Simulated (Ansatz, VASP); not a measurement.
## Two plane-wave programs on V

```
CELL_PARAMETERS angstrom
0.00000 2.64910 2.64910
2.64910 0.00000 2.64910
2.64910 2.64910 0.00000
ATOMIC_POSITIONS crystal
V 0.12500 0.12500 0.12500
V 0.87500 0.87500 0.87500
```

Alike in both runs: task single point; functional LDA; k mesh 17 × 17 × 17; occupations fermi-dirac, width 0.1 eV; no spin polarisation.

|  | VASP | Ansatz |
| --- | --- | --- |
| version | VASP 6.6.1 | Ansatz 0.2.0 |
| potentials or method | VASP PAW LDA potentials, release 64 (V_sv), cutoff 520 eV | plane waves (420 eV) with PAW, scalar-relativistic |
| valence electrons in the cell | 26 | 26 |

VASP gave:

* pressure (GPa): -7.0

Question: Estimate Ansatz's values.

Answer: Pressure (GPa): -7.4.

Ansatz warns that its potentials were made for another functional, while VASP's fit it. LDA's correlation is that of Perdew and Zunger in VASP and of Perdew and Wang (1992) in Ansatz.
